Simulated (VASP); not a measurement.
Runs of VASP 6.6.1 on Ba2Os. The structure is that of space group I4/mmm (No. 139), or close to it. The cells are those of the table. 

```csv
task,level,cell,cutoff (eV),gap on the mesh (eV),pressure (GPa),relaxed volume (Å³/atom),largest force (eV/Å)
single point,PBEsol,"a = 3.648, b = 3.648, c = 7.842 Å, angles 76.6, 76.6, 90.0°, 3 atoms",520,none,1.6,-,0.26
relaxation of cell and atoms,PBEsol,"relaxed from a = 4.158, b = 4.158, c = 7.959 Å, angles 74.9, 74.9, 90.0°, 3 atoms",600,none,0.0,34.10,-
relaxation of cell and atoms,RPBE,"relaxed from a = 4.158, b = 4.158, c = 7.959 Å, angles 74.9, 74.9, 90.0°, 3 atoms",600,none,0.0,40.91,0.01
single point,RPBE,"a = 3.824, b = 3.824, c = 8.654 Å, angles 77.2, 77.2, 90.0°, 3 atoms",520,none,(a),-,0.18
single point,PBEsol,"a = 3.647, b = 3.647, c = 7.841 Å, angles 76.5, 76.5, 90.0°, 3 atoms",520,none,1.6,-,0.26
```

Alike in all rows: potentials or basis VASP PAW PBE potentials, release 64 (Os, Ba_sv); no spin polarisation; k mesh 5 × 5 × 5; smearing fermi-dirac 0.1 eV.

Estimate the missing entries.

(a) 0.9.

Caveats: the PAW data sets were made with another functional, which shifts forces and pressure a little; spin-orbit coupling is left out, which moves the levels of the heavy elements; the volume moved by over 15 % at a fixed basis, so the end points are rough (some runs).

A k mesh can miss the band edges, and the runs leave out spin-orbit coupling on Ba, Os.

A gap of «none» marks levels without a gap at the run's occupations.
